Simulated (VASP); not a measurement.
Input of a VASP 6.6.1 run:

POSCAR

```
CdAg3
1.0
    4.1594190000      0.0000000000      0.0000000000
    0.0000000000      4.1594190000      0.0000000000
    0.0000000000      0.0000000000      4.1594190000
Cd Ag
1 3
Direct
    0.0000000000      0.0000000000      0.0000000000
    0.0000000000      0.5000000000      0.5000000000
    0.5000000000      0.0000000000      0.5000000000
    0.5000000000      0.5000000000      0.0000000000
```

INCAR.step1

```
SYSTEM = CdAg3
PREC = Accurate
ENCUT = 520
ISMEAR = 1
SIGMA = 0.2
LREAL = .False.
LASPH = .True.
NELM = 100
NBANDS = 30
GGA = PE
ALGO = Normal
EDIFF = 1E-4
LWAVE = .True.
LCHARG = .False.
```

File INCAR.step2:

```
SYSTEM = CdAg3
PREC = Accurate
ENCUT = 520
EDIFF = 1E-6
ISMEAR = 1
SIGMA = 0.2
LREAL = .False.
LASPH = .True.
NELM = 100
ALGO = Normal
ISIF = 2
LWAVE = .False.
LCHARG = .False.
METAGGA = R2SCAN
LMIXTAU = .True.
NBANDS = 30
ISTART = 1
```

The input KPOINTS:

```
Automatic mesh
0
Gamma
  7 7 7
  0 0 0
```

Potentials or basis: VASP PAW PBE potentials, release 64 (Cd, Ag).

The run is started by

```sh
$ cat potpaw_PBE.64/Cd/POTCAR potpaw_PBE.64/Ag/POTCAR > POTCAR
$ cp INCAR.step1 INCAR
$ mpirun -np 1 vasp_std > vasp.out
$ cp INCAR.step2 INCAR
$ mpirun -np 1 vasp_std > vasp.out
```

Estimate the pressure.

-0.1 GPa.

Caveat: the PAW data sets were made with another functional, which shifts forces and pressure a little.
